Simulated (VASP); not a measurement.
Input of a VASP 6.6.1 run:

INCAR

```
  ALGO = Normal
  EDIFF = 1E-7
  ENCUT = 520
  GGA = PS
  ISIF = 2
  ISMEAR = -1
  LASPH = True
  LCHARG = False
  LREAL = False
  LWAVE = False
  NBANDS = 11
  NELM = 100
  PREC = Accurate
  SIGMA = 0.15
```

The input KPOINTS:

```
k-points
0
Gamma
  14 14 14
```

POSCAR

```
C
1.0
    1.2441891295      0.7183330568      3.3910556693
   -1.2441891295      0.7183330568      3.3910556693
    0.0000000000     -1.4366651004      3.3910556693
C
2
Direct
    0.8360000000      0.8360000000      0.8360000000
    0.1640000000      0.1640000000      0.1640000000
```

Potentials or basis: VASP PAW PBE potentials, release 64 (C).

Command:

```console
$ cat potpaw_PBE.64/C/POTCAR > POTCAR
$ mpirun -np 1 vasp_std > vasp.out
```

(1) Estimate the pressure.

(2) Predict the largest force.

## Answers

(1) -8.6 GPa.

(2) 0.886 eV/Å.

Caveat: the cell stands under tension; this functional lacks dispersion, which binds the layers, so the pressure and a relaxed spacing across them are unreliable; the PAW data sets were made with another functional, which shifts forces and pressure a little.
